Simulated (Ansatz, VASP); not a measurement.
Ti2OsC6 in VASP and in Ansatz

```
Ti Os C
1.0
     0.00000    3.35312    3.35312
     3.35312    0.00000    3.35312
     3.35312    3.35312    0.00000
Ti Os C
2 1 6
Direct
  0.25000 0.25000 0.25000
  0.75000 0.75000 0.75000
  0.50000 0.50000 0.50000
  0.81292 0.18708 0.18708
  0.18708 0.81292 0.81292
  0.18708 0.81292 0.18708
  0.81292 0.18708 0.81292
  0.18708 0.18708 0.81292
  0.81292 0.81292 0.18708
```

Alike in both runs: functional PBE; k mesh 10 × 10 × 10; occupations gaussian, width 0.1 eV; no spin polarisation.

Ansatz relaxed the structure, and its values are those at the end. VASP's run is a single point on that final structure, the one shown.

|  | VASP | Ansatz |
| --- | --- | --- |
| version | VASP 6.6.1 | Ansatz 0.2.0 |
| potentials or method | VASP PAW PBE potentials, release 64 (Ti_sv, Os, C), cutoff 520 eV | scalar-relativistic, plane waves, PAW |
| valence electrons in the cell | 56 | 64 |

Ansatz gave:

- gap on the k mesh at the Fermi level (eV): none
- pressure (GPa): 0.0
- rms of the force components (eV/Å): 0.001

Estimate VASP's values.

gap on the k mesh at the Fermi level (eV): none; pressure (GPa): 1.3; rms of the force components (eV/Å): 0.048.

A gap of «none» marks a metal or a gap that the smearing closes. VASP's potentials hold 56 valence electrons a cell and Ansatz's 64, so a difference there can come from the potentials and not from the codes.

Spin-orbit coupling is off throughout.
